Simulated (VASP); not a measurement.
TaN, 2 atoms in the cell. Symmetry: Fm-3m, No. 225, cubic system. The conventional cell has a = 4.423 Å, b = 4.423 Å, c = 4.423 Å, α = 90.00°, β = 90.00°, γ = 90.00°. Ta (site symmetry m-3m) has 6 N at 2.21 Å within 2.9 Å. N (site symmetry m-3m) has 6 Ta at 2.21 Å within 2.9 Å. 

| Item | Value |
| --- | --- |
| Program | VASP 6.6.1 |
| Task | single point |
| Functional | LDA |
| Potentials or basis | VASP PAW LDA potentials, release 64 (Ta_pv, N) |
| Cutoff | 520 eV |
| k mesh | 7 × 7 × 7 |
| Occupations | fermi-dirac, width 0.05 eV |
| Spin | non-collinear spin, zero start, spin-orbit coupling |
| Starting moments | [[0.0, 0.0, 0.0], [0.0, 0.0, 0.0]] μB |
| Dipole correction | no |
| Further INCAR settings | ALGO = Normal; EDIFF = 1e-06; NBANDS = 28 |

Potentials or basis: VASP PAW LDA potentials, release 64 (Ta_pv, N).

Launch:

```bash
$ cat potpaw_LDA.64/Ta_pv/POTCAR potpaw_LDA.64/N/POTCAR > POTCAR
$ mpirun -np 1 vasp_ncl > vasp.out
```

Hardware: 1 thread of Intel Xeon 8259CL (shared host).

**Question.** How long does it take, and how much memory?

**Answer.** It took 25 s on 1 thread of Intel Xeon 8259CL (shared host), peak memory 0.18 GiB. Counts: scf iterations 13, k points 20.
